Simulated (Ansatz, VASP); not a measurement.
**Two plane-wave programs on K2WF4**

```
F W K
1.0
     0.00000    6.27049    0.00000
     6.36293   -3.13525    0.00000
     3.39905    0.00000   -6.98146
F W K
8 2 4
Cartesian
  6.3935 0.0000 -4.3494
  3.3685 3.1352 -2.6320
  3.2750 0.0000 -4.5310
  6.4870 3.1352 -2.4505
  4.9419 1.4986 -6.4648
  4.8201 -1.6366 -0.5166
  4.8201 1.6366 -0.5166
  4.9419 4.7718 -6.4648
  4.8592 0.0000 -5.3932
  4.9028 3.1352 -1.5883
  6.9218 3.1352 -5.1733
  2.8401 0.0000 -1.8082
  2.7275 3.1352 -5.3408
  7.0345 0.0000 -1.6406
```

Alike in both runs: task single point; functional PBE; k mesh 5 × 5 × 4; no spin polarisation.

|  | VASP | Ansatz |
| --- | --- | --- |
| version | VASP 6.6.1 | Ansatz 0.2.0 |
| potentials or method | VASP PAW PBE potentials, release 64 (F, W_sv, K_sv), cutoff 520 eV | PAW plane waves |
| occupations | fermi-dirac, width 0.1 eV | fermi-dirac |
| valence electrons in the cell | 120 | 120 |

VASP gave:

* pressure (GPa): 15.9
* rms of the force components (eV/Å): 2.449

**Question.** Which values does Ansatz return?

**Answer.** Pressure (GPa): 14.7; rms of the force components (eV/Å): 2.238.

Spin-orbit coupling is off throughout.
